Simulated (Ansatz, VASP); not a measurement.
**Two plane-wave programs on MoS2**

```xyz
6
Lattice="3.1632 0.0000 0.0000 -1.5816 2.7394 0.0000 0.0000 0.0000 21.5251" Properties=species:S:1:pos:R:3 pbc="T T T"
Mo    0.0000    1.8263   18.3213
Mo    1.5816    0.9131    3.2038
S     1.5816    0.9131   16.7815
S     0.0000    1.8263    1.6628
S     1.5816    0.9131   19.8623
S     0.0000    1.8263    4.7436
```

Alike in both runs: task single point; functional PBE exchange alone; k mesh 10 × 10 × 2; occupations fermi-dirac, width 0.05 eV; no spin polarisation.

```csv
,VASP,Ansatz
version,VASP 6.6.1,Ansatz 0.2.0
potentials or method,"VASP PAW PBE potentials, release 64 (Mo_sv, S)",Ansatz PAW
plane-wave cutoff (eV),520,420
valence electrons in the cell,52,52
```

VASP gave:

```
gap on the k mesh at the Fermi level (eV) : 1.43
least direct gap on the mesh (eV)         : 1.95
rms of the force components (eV/Å)        : 0.843
```

Task: What did Ansatz give for the same quantities?

Result: gap on the k mesh at the Fermi level (eV): 1.42; least direct gap on the mesh (eV): 1.94; rms of the force components (eV/Å): 0.854.

VASP's potentials were made for PBE, not for PBE exchange alone. Atom by atom the forces differ by 0.011 eV/Å (rms over components). With one functional, cell and mesh, what is left measures potentials, basis and numerics.
